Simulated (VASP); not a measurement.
Be7S:

```xyz
8
Lattice="4.7000 0.0000 0.0000 -2.3500 4.0703 0.0000 0.0000 0.0000 3.6800" Properties=species:S:1:pos:R:3 pbc="T T T"
Be    2.3500    0.0000    0.0000
Be    1.1748    3.3918    1.8400
Be    1.1750    2.0352    0.0000
Be   -1.1748    3.3918    1.8400
Be   -1.1750    2.0352    0.0000
Be    0.0000    1.3570    1.8400
Be    2.3500    1.3568    1.8400
S     0.0000    0.0000    0.0000
```

```yaml
Program: VASP 6.6.1
Task: relaxation of cell and atoms
Functional: PBE
Potentials_or_basis: VASP PAW PBE potentials, release 64 (Be, S)
Cutoff: 600 eV
k_mesh: 4 × 4 × 4
Occupations: gaussian, width 0.2 eV
Spin: no spin polarisation
```

At the start: pressure 5.2 GPa; volume 8.80 Å³/atom.

Problem. How do energy, volume and symmetry change on relaxing?

Solution. Over 6 steps the energy falls by 31.5 meV/atom and the volume is 9.25 Å³/atom (+5.1 %); space group P-6m2 (No. 187, to 0.1 Å) before and after.

The path:
```
step  energy change (eV)  largest force (eV/Å)  pressure (GPa)  volume (Å³)
   1              0.0000                1.0614            5.21        70.40
   2             -0.1797                0.5650            0.52        73.36
   3             -0.2157                0.2549           -2.22        75.51
   4             -0.2448                0.1507           -0.54        74.39
   5             -0.2481                0.1330            0.28        73.89
   6             -0.2522                0.0693            0.20        73.98
```

Final structure:
```xyz
8
Lattice="4.7420 0.0000 0.0000 -2.3710 4.1067 0.0000 0.0000 0.0000 3.7992" Properties=species:S:1:pos:R:3 pbc="T T T"
Be    2.3710    0.0299    0.0000
Be    1.0825    3.3628    1.8996
Be    1.2114    2.0384    0.0000
Be   -1.0825    3.3628    1.8996
Be    3.5306    2.0384    0.0000
Be    0.0000    1.4878    1.8996
Be    2.3710    1.3689    1.8996
S     4.7420    0.0000    0.0000
```

Caveat: the k points lie up to 0.41 Å⁻¹ apart in the final cell, too coarse for converged energies and pressures of a metal; the relaxation stopped at a loose force limit of 0.08 eV/Å, so its end isn't a converged minimum.
